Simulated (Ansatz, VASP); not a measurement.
**C: VASP beside Ansatz**

The input INCAR:

```
SYSTEM = C
PREC = Accurate
ENCUT = 520
EDIFF = 1E-7
ISMEAR = 0
SIGMA = 0.1
LREAL = .False.
LASPH = .True.
NELM = 150
ALGO = Normal
ISIF = 2
LWAVE = .False.
LCHARG = .False.
ISPIN = 2
MAGMOM = 1 1 1 1 1 1 1 1 1
LORBIT = 11
GGA = PE
NBANDS = 32
```

The input KPOINTS:

```
regular mesh
0
Gamma
  6 6 6
  0 0 0
```

Contents of POSCAR:

```
C
1.0
    4.2873070770      0.0000000000      0.0000000000
   -2.1436535385      3.7129168425      0.0000000000
    0.0000000000      0.0000000000      3.6305120249
C
9
Direct
    0.7221038800      0.2546993564      0.5526911537
    0.7453006436      0.4674045235      0.2193578204
    0.5325954765      0.2778961200      0.8860244870
    0.2546993564      0.7221038800      0.4473088463
    0.4674045235      0.7453006436      0.7806421796
    0.2778961200      0.5325954765      0.1139755130
    0.8557462434      0.0000000000      0.6666666667
    0.0000000000      0.8557462434      0.3333333333
    0.1442537566      0.1442537566      0.0000000000
```

Input for Ansatz:

```yaml
crystal:
  lattice:
    - [4.287307077, 0.0, 0.0]
    - [-2.1436535385, 3.7129168425, 0.0]
    - [0.0, 0.0, 3.6305120249]
  atoms:
    - { symbol: C, position: [0.72210388, 0.2546993564, 0.5526911537], spin: 1.0 }
    - { symbol: C, position: [0.7453006436, 0.4674045235, 0.2193578204], spin: 1.0 }
    - { symbol: C, position: [0.5325954765, 0.27789612, 0.886024487], spin: 1.0 }
    - { symbol: C, position: [0.2546993564, 0.72210388, 0.4473088463], spin: 1.0 }
    - { symbol: C, position: [0.4674045235, 0.7453006436, 0.7806421796], spin: 1.0 }
    - { symbol: C, position: [0.27789612, 0.5325954765, 0.113975513], spin: 1.0 }
    - { symbol: C, position: [0.8557462434, 0.0, 0.6666666667], spin: 1.0 }
    - { symbol: C, position: [0.0, 0.8557462434, 0.3333333333], spin: 1.0 }
    - { symbol: C, position: [0.1442537566, 0.1442537566, 0.0], spin: 1.0 }
basis:
  ecutwfc: 420
kpoints:
  mp_grid: { grid: [6, 6, 6] }
hamiltonian:
  xc: pbe
scf:
  occupations: { method: gaussian, width: 0.1 }
  lower_state_search: "off"
output:
  forces: true
  stress: true
  eigenvalues: true
  populations: true
magnetization:
  spin_polarized: true
```

Alike in both runs: task single point; functional PBE; k mesh 6 × 6 × 6; occupations gaussian, width 0.1 eV; collinear spin.

```csv
,VASP,Ansatz
version,VASP 6.6.1,Ansatz 0.2.0
potentials or method,"VASP PAW PBE potentials, release 64 (C), cutoff 520 eV","scalar-relativistic, plane waves, PAW"
valence electrons in the cell,36,36
```

VASP gave:

| Quantity | Value |
| --- | --- |
| gap on the k mesh at the Fermi level (eV) | none |
| pressure (GPa) | 0.6 |
| traceless stress, the component that is largest in VASP (GPa) | -0.11 |
| rms of the force components (eV/Å) | 0.011 |
| net moment per atom (μB) | 0.00 |

Problem. Which values does Ansatz return?

Solution. gap on the k mesh at the Fermi level (eV): none; pressure (GPa): 0.1; traceless stress, the component that is largest in VASP (GPa): -0.13; rms of the force components (eV/Å): 0.003; net moment per atom (μB): 0.00.

Atom by atom the forces differ by 0.013 eV/Å (rms over components). A gap of «none» marks a metal or a gap that the smearing closes. The functional is the same, so the differences come from potentials, cutoffs and numerics. Ansatz's warnings: seeded moment not kept.
